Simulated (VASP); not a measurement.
# CoPdO2 (R-3m) in VASP: notebook

CoPdO2 is run at these levels: PBEsol, PBE; tasks: single point.

Everything below comes from runs of VASP 6.6.1. Logs are shortened: lines on timing, memory, paths and dates and some standing lists are left out, and cuts for length are marked.

**1. The cell of the first run**

It takes space group R-3m (No. 166, trigonal). The conventional cell has a = 2.863 Å, b = 2.863 Å, c = 17.873 Å, α = 90.00°, β = 90.00°, γ = 120.00°. Within 2.7 Å of Pd (site symmetry -3m) lie 2 O at 2.01 Å. Co (site symmetry -3m) has 6 O at 1.92 Å within 2.5 Å. O (site symmetry 3m) has 3 Co at 1.92 Å and 1 Pd at 2.01 Å within 2.5 Å.

**2. Single point, PBEsol**

Input file INCAR:

```
SYSTEM = CoPdO2
  ALGO = Normal
  EDIFF = 1E-6
  ENCUT = 520
  GGA = PS
  ISIF = 2
  ISMEAR = -1
  LASPH = .TRUE.
  LCHARG = .TRUE.
  LELF = .TRUE.
  LREAL = .FALSE.
  LVHAR = .TRUE.
  LWAVE = .FALSE.
  NBANDS = 24
  NELM = 100
  PREC = Accurate
  SIGMA = 0.05
```

Input file KPOINTS:

```
k-points
0
G
  11 11 11
  0 0 0
```

Input file POSCAR:

```
CoPdO2
1.0
    1.4316899074      0.8265865534      5.9577715763
   -1.4316899074      0.8265865534      5.9577715763
    0.0000000000     -1.6531731068      5.9577715763
Pd Co O
1 1 2
Direct
    0.0000000000      0.0000000000      0.0000000000
    0.5000000000      0.5000000000      0.5000000000
    0.1124760000      0.1124760000      0.1124760000
    0.8875240000      0.8875240000      0.8875240000
```

Potentials or basis: VASP PAW PBE potentials, release 64 (Pd, Co, O).

On the command line:

```console
$ cat potpaw_PBE.64/Pd/POTCAR potpaw_PBE.64/Co/POTCAR potpaw_PBE.64/O/POTCAR > POTCAR
$ mpirun -np 1 vasp_std > vasp.out
```

OUTCAR:

```text
SYSTEM = CoPdO2
   EDIFF = 1E-6
   ENCUT = 520
   GGA = PS
   ISIF = 2
   ISMEAR = -1
   LASPH = .TRUE.
   LREAL = .FALSE.
   NELM = 100
   PREC = Accurate

 ion  position               nearest neighbor table
   1  0.000  0.000  0.000-   3 2.01   4 2.01
   2  0.500  0.500  0.500-   3 1.92   4 1.92   3 1.92   3 1.92   4 1.92   4 1.92
   3  0.112  0.112  0.112-   2 1.92   2 1.92   2 1.92   1 2.01
   4  0.888  0.888  0.888-   2 1.92   2 1.92   2 1.92   1 2.01

  LATTYP: Found a trigonal (rhomboedric) cell.
 ALAT       =     6.1828814865
 COS(alpha) =     0.8927626487

  Lattice vectors:

 A1 = (   1.4316899074,   0.8265865534,   5.9577715763)
 A2 = (  -1.4316899074,   0.8265865534,   5.9577715763)
 A3 = (   0.0000000000,  -1.6531731068,   5.9577715763)

Analysis of symmetry for initial positions (statically):
=====================================================================
 Subroutine PRICEL returns:
 Original cell was already a primitive cell.

 Routine SETGRP: Setting up the symmetry group for a
 trigonal (rhombohedral) supercell.

 Subroutine GETGRP returns: Found 12 space group operations
 (whereof 12 operations were pure point group operations)
 out of a pool of 12 trial point group operations.

The static configuration has the point symmetry D_3d.

Analysis of symmetry for dynamics (positions and initial velocities):
=====================================================================
 Subroutine PRICEL returns:
 Original cell was already a primitive cell.

 Routine SETGRP: Setting up the symmetry group for a
 trigonal (rhombohedral) supercell.

 Subroutine GETGRP returns: Found 12 space group operations
 (whereof 12 operations were pure point group operations)
 out of a pool of 12 trial point group operations.

The dynamic configuration has the point symmetry D_3d.

 Subroutine INISYM returns: Found 12 space group operations
 (whereof 12 operations are pure point group operations),
 and found     1 'primitive' translations

----------------------------------------------------------------------------------------

                                     Primitive cell

  volume of cell :      42.3031

  direct lattice vectors                    reciprocal lattice vectors
[... 88 lines left out ...]
   LASPH  =      T    aspherical Exc in radial PAW
   ENCUT  =  520.0 eV  38.22 Ry    6.18 a.u.  11.50 11.50 11.50*2*pi/ulx,y,z
   NELM   =    100;   NELMIN=  2; NELMDL= -5     # of ELM steps
   EDIFF  = 0.1E-05   stopping-criterion for ELM
   LREAL  =      F    real-space projection
   EDIFFG = 0.1E-04   stopping-criterion for IOM
   NSW    =      0    number of steps for IOM
   IBRION =     -1    ionic relax: 0-MD 1-quasi-New 2-CG
   NFREE  =      0    steps in history (QN), initial steepest desc. (CG)
   ISIF   =      2    stress and relaxation
   ISYM   =      2    0-nonsym 1-usesym 2-fastsym
   POTIM  = 0.5000    time-step for ionic-motion
   TEBEG  =    0.0;   TEEND  =   0.0 temperature during run
   PSTRESS=    0.0 pullay stress
   NELECT =      31.0000    total number of electrons
   NUPDOWN=      -1.0000    fix difference up-down
   EMIN   =  10.00;   EMAX   =-10.00  energy-range for DOS
   EFERMI =   0.00;   METHOD = LEGACY
   ISMEAR =    -1;   SIGMA  =   0.05  broadening in eV -4-tet -1-fermi 0-gaus
   EFERMI_NEDOS =   21; number of points for ismear=-14 and -15
   IALGO  =     38    algorithm
   IMIX   =      4    mixing-type and parameters
     AMIX     =   0.40;   BMIX     =  1.00
     AMIX_MAG =   1.60;   BMIX_MAG =  1.00
  volume/ion in A,a.u.               =      10.58        71.37
  Fermi-wavevector in a.u.,A,eV,Ry     =   1.475949  2.789139 29.639266  2.178425
  Thomas-Fermi vector in A             =   2.590535
   LORBIT       =      0    0 simple, 1 ext, 2 COOP (PROOUT), +10 PAW based schemes
   GGA     = PS    functional components
   LHFCALC =     F    Hartree Fock is set to
   AEXX    =    0.0000 exact exchange contribution
   IVDW    =     0    specifies the selected vdW correction
   LEPSILON=     F    determine dielectric tensor
   LRPA    =     F    only Hartree local field effects (RPA)
 non-spin polarized calculation
  energy-cutoff  :      520.00
  volume of cell :       42.30
 maximum number of plane-waves:      1168
 NGX is ok and might be reduce to    48
   NGX = 23   NGY = 23   NGZ = 23

 number of electron      30.9999999 magnetization

 Free energy of the ion-electron system (eV)
  ---------------------------------------------------
  ext. energy  EPLUGINS =         0.00000000
  ---------------------------------------------------
  free energy    TOTEN  =       -27.70754577 eV

  energy without entropy =      -27.70459940  energy(sigma->0) =      -27.70607259

 E-fermi :   7.1913     XC(G=0): -12.5788

 val. band max:        7.0601692509   @ k =  -0.1818   0.1818   0.0000
 cond. band min:       7.3645315747   @ k =   0.4545   0.4545  -0.0000
 fundamental gap:      0.3043623238
 Fermi energy:         7.1912826501

 k-point     1 :       0.0000    0.0000    0.0000
  band No.  band energies     occupation
      1     -13.4242      2.00000
      2     -11.5724      2.00000
      3      -1.1202      2.00000
      4       1.3248      2.00000
      5       1.3248      2.00000
      6       2.3569      2.00000
[... 637 lines left out ...]
     23      20.5771      0.00000
     24      21.5131      0.00000

 [... further k-points ...]

------------------------ aborting loop because EDIFF is reached ----------------------------------------

  FORCE on cell =-STRESS in cart. coord.  units (eV):
  Direction    XX          YY          ZZ          XY          YZ          ZX
  --------------------------------------------------------------------------------------
  -------------------------------------------------------------------------------------
  Total       -2.6491112     -2.6491112     -3.2198870      0.0000000      0.0000000      0.0000000
  in kB     -100.3317455   -100.3317455   -121.9491600      0.0000000      0.0000000      0.0000000
  external PRESSURE =    -107.5375504 kB  Pullay stress =       0.0000000 kB

 VOLUME and BASIS-vectors are now :
 -----------------------------------------------------------------------------
  energy-cutoff  :      520.00
  volume of cell :       42.30
      direct lattice vectors                 reciprocal lattice vectors
     1.431689907  0.826586553  5.957771576     0.349237637  0.201632444  0.055949331
    -1.431689907  0.826586553  5.957771576    -0.349237637  0.201632444  0.055949331
     0.000000000 -1.653173107  5.957771576     0.000000000 -0.403264887  0.055949331

 POSITION                                       TOTAL-FORCE (eV/Angst)
 -----------------------------------------------------------------------------------
      0.00000      0.00000      0.00000         0.000000     -0.000000      0.000000
      0.00000      0.00000      8.93666         0.000000     -0.000000      0.000000
      0.00000      0.00000      2.01032         0.000000     -0.000000      0.194165
      0.00000      0.00000     15.86300         0.000000      0.000000     -0.194165
 -----------------------------------------------------------------------------------
    total drift:                                0.000000      0.000000     -0.000000

  FREE ENERGIE OF THE ION-ELECTRON SYSTEM (eV)
  ---------------------------------------------------
  free  energy   TOTEN  =       -27.7075457678 eV

  energy  without entropy=      -27.7045994033  energy(sigma->0) =      -27.70607259
```

OSZICAR:

```text
N       E                     dE             d eps       ncg     rms          rms(c)
DAV:   1     0.237483311903E+03    0.23748E+03   -0.14711E+04  7008   0.141E+03
DAV:   2    -0.153612258838E+02   -0.25284E+03   -0.22631E+03  7616   0.340E+02
DAV:   3    -0.328462504628E+02   -0.17485E+02   -0.17009E+02  8584   0.101E+02
[... 11 lines left out ...]
DAV:  15    -0.277075761637E+02    0.53605E-04   -0.10875E-04 10112   0.111E-01    0.696E-02
DAV:  16    -0.277075539741E+02    0.22190E-04   -0.16585E-05 10904   0.551E-02    0.395E-02
DAV:  17    -0.277075487853E+02    0.51888E-05   -0.59503E-06  9912   0.265E-02    0.212E-02
DAV:  18    -0.277075460045E+02    0.27808E-05   -0.15741E-06  6656   0.239E-02    0.804E-03
DAV:  19    -0.277075457678E+02    0.23666E-06   -0.19627E-06  5552   0.113E-02
   1 F= -.27707546E+02 E0= -.27706073E+02  d E =-.294636E-02
```

stdout:

```text
POSCAR found type information on POSCAR PdCoO
 POSCAR found :  3 types and       4 ions
 scaLAPACK will be used
 -----------------------------------------------------------------------------
|                                                                             |
|                                                                             |
|     You enforced a specific xc type in the INCAR file but a different       |
|     I HOPE YOU KNOW WHAT YOU ARE DOING!                                     |
|                                                                             |
 -----------------------------------------------------------------------------

 LDA part: xc-table for (Slater+PW92), standard interpolation
 POSCAR, INCAR and KPOINTS ok, starting setup
 FFT: planning ... GRIDC
 FFT: planning ... GRID_SOFT
 FFT: planning ... GRID
 WAVECAR not read
 entering main loop
```

It took 21 min on 1 thread of AMD EPYC 7R13, shared host; peak memory 0.4 GiB.

Results:

```yaml
Free_energy: -27.7075 eV
Pressure: -10.8 GPa
Largest_force: 0.194 eV/Å
```

Forces in eV/Å, atoms in the order of the input:
```
Pd   0.000  0.000  0.000
Co   0.000  0.000  0.000
O    0.000  0.000  0.194
O    0.000  0.000 -0.194
```

Caveat: the PAW data sets were made with another functional, which shifts forces and pressure a little; an odd number of electrons without spin polarisation forces a metal; a magnetic or distorted state may lie lower; the run has no spin polarisation, though such a crystal can be magnetic; semilocal functionals often make such compounds metallic where correlation or magnetic order opens a gap, which also shifts bond lengths. With open d or f shells a metallic result of PBEsol can be an artefact of self-interaction; +U or a hybrid may open a gap.

**3. Single point, PBEsol, collinear spin, ferromagnetic start (volume scaled by 1.04)**

Input file INCAR:

```
SYSTEM = CoPdO2
PREC = Accurate
ENCUT = 520
EDIFF = 1E-7
ISMEAR = -1
SIGMA = 0.05
LREAL = .FALSE.
LASPH = .TRUE.
NELM = 150
ALGO = Normal
ISIF = 2
LWAVE = .FALSE.
LCHARG = .FALSE.
ISPIN = 2
MAGMOM = 0 2 0 0
LORBIT = 11
LMAXMIX = 4
GGA = PS
NBANDS = 28
```

Input file KPOINTS:

```
Automatic mesh
0
G
  11 11 11
  0 0 0
```

Input file POSCAR:

```
CoPdO2
1.0
    1.4505300930      0.8374639396      6.0361722983
   -1.4505300930      0.8374639396      6.0361722983
    0.0000000000     -1.6749278793      6.0361722983
Pd Co O
1 1 2
Direct
    0.0000000000      0.0000000000      0.0000000000
    0.5000000000      0.5000000000      0.5000000000
    0.1124760000      0.1124760000      0.1124760000
    0.8875240000      0.8875240000      0.8875240000
```

Potentials or basis: VASP PAW PBE potentials, release 64 (Pd, Co, O).

On the command line:

```console
$ cat potpaw_PBE.64/Pd/POTCAR potpaw_PBE.64/Co/POTCAR potpaw_PBE.64/O/POTCAR > POTCAR
$ mpirun -np 1 vasp_std > vasp.out
```

It took 22 min on 1 thread of Intel Xeon Platinum 8259CL at 2.50GHz (Skylake/Cascade Lake), shared host; peak memory 0.61 GiB.

The run converged. Its results:

```
Free energy                                           : -27.5591 eV
Pressure                                              : -17.5 GPa
Largest force                                         : 0.319 eV/Å
Net moment                                            : 0.00 μB per cell
Valence electrons inside the program's atomic spheres : Pd 9.27; Co 8.27; O 4.93
```

Forces on the atoms (eV/Å):
```
Pd   0.000  0.000  0.000
Co   0.000  0.000  0.000
O    0.000  0.000  0.319
O    0.000  0.000 -0.319
```

Stress tensor (GPa, compression positive):
```
-16.10   0.00   0.00
  0.00 -16.10   0.00
  0.00   0.00 -20.27
```

Levels at points of the mesh, in eV from the Fermi level:
Spin up:
| k point | band 12 | band 13 | band 14 | band 15 | band 16 | band 17 | band 18 | band 19 | band 20 | band 21 |
| --- | --- | --- | --- | --- | --- | --- | --- | --- | --- | --- |
| (0.00, 0.00, 0.00) | -1.42 | -1.42 | -1.22 | -1.22 | -0.76 | 2.00 | 2.00 | 2.71 | 6.33 | 8.87 |
Spin down:
```csv
k point,band 13,band 14,band 15,band 16,band 17,band 18,band 19,band 20
"(0.00, 0.00, 0.00)",-1.42,-1.22,-1.22,-0.76,2.00,2.00,2.71,6.33
```

Caveat: the starting moments collapsed, and a magnetic state may lie lower; the PAW data sets were made with another functional, which shifts forces and pressure a little; semilocal functionals often make such compounds metallic where correlation or magnetic order opens a gap, which also shifts bond lengths.

(Part 1 of 2 ends here.)
